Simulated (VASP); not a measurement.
The system is SnSe.

```
Sn Se
1.0
     5.07478    0.00000    0.00000
    -2.53739    4.39489    0.00000
     0.00000    0.00000    6.17368
Sn Se
2 2
Direct
  0.33333 0.66667 0.96086
  0.66667 0.33333 0.46086
  0.33333 0.66667 0.41414
  0.66667 0.33333 0.91414
```

Base run:

* Program: VASP 6.6.1
* Functional: r2SCAN
* Potentials or basis: VASP PAW PBE potentials, release 64 (Sn_d, Se)
* Cutoff: 520 eV
* k mesh: 6 × 6 × 4
* Occupations: gaussian, width 0.01 eV
* Spin: no spin polarisation

Its results: band gap on the k mesh 1.00 eV (least direct gap 1.03 eV); pressure 0.0 GPa; largest force 0.008 eV/Å.

Q: The run is repeated on the same cell with these changes: functional from r2SCAN to PBE; further incar settings from ALGO = Normal; EDIFF = 1e-07; NBANDS = 28 to ALGO = Normal; EDIFF = 1e-06; NBANDS = 28. What comes out?

A: Band gap on the k mesh 0.88 eV; pressure 0.9 GPa; largest force 0.112 eV/Å.

Caveats: spin-orbit coupling is left out, which moves the levels of the heavy elements; the PAW data sets were made with another functional, which shifts forces and pressure a little (at least some runs).

A k mesh can miss the band edges.
